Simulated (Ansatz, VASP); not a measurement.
One calculation of Na2Nb2O, two programs

```
Na Nb O
1.0
     3.00747    0.00000    0.00000
     0.00000    3.00747    0.00000
     0.00000    0.00000   10.61659
Na Nb O
2 2 1
Cartesian
  0.0000 0.0000 0.0000
  1.5037 1.5037 5.3083
  1.5037 1.5037 8.5674
  1.5037 1.5037 2.0492
  1.5037 1.5037 0.0000
```

Alike in both runs: functional PBE; k mesh 6 × 6 × 2; occupations gaussian, width 0.1 eV; no spin polarisation.

Ansatz relaxed the structure, and its values are those at the end. VASP's run is a single point on that final structure, the one shown.

```csv
,VASP,Ansatz
version,VASP 6.6.1,Ansatz 0.2.0
potentials or method,"VASP PAW PBE potentials, release 64 (Na_sv, Nb_sv, O), cutoff 970 eV","scalar-relativistic, plane waves, PAW"
valence electrons in the cell,50,50
```

```tsv
	VASP	Ansatz	Ansatz less VASP
gap on the k mesh at the Fermi level (eV)	none	none	-
pressure (GPa)	-0.3	0.1	+0.34
rms of the force components (eV/Å)	0.005	0.000	-0.0044
```

A gap of «none» marks a metal or a gap that the smearing closes. The functional is the same, so the differences come from potentials, cutoffs and numerics.
